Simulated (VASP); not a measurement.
TePb:

```
CELL_PARAMETERS angstrom
0.00000 3.18733 3.18733
3.18733 0.00000 3.18733
3.18733 3.18733 0.00000
ATOMIC_POSITIONS crystal
Pb 0.00000 0.00000 0.00000
Te 0.50000 0.50000 0.50000
```

Base run:

```yaml
Program: VASP 6.6.1
Functional: PBEsol
Potentials_or_basis: VASP PAW PBE potentials, release 64 (Pb_d, Te)
Cutoff: 500 eV
k_mesh: 7 × 7 × 7
Occupations: fermi-dirac, width 0.05 eV
Spin: non-collinear spin, zero start, spin-orbit coupling
Starting_moments: "[[0.0, 0.0, 0.0], [0.0, 0.0, 0.0]] μB"
```

Its results: pressure 1.3 GPa; net moment 0.00 μB per cell.

**Question.** The run is repeated on the same cell with these changes: functional from PBEsol to r2SCAN; cutoff from 500 eV to 520 eV. What comes out?

**Answer.** Pressure 3.5 GPa; net moment 0.00 μB per cell.

Caveats: the PAW data sets were made with another functional, which shifts forces and pressure a little.
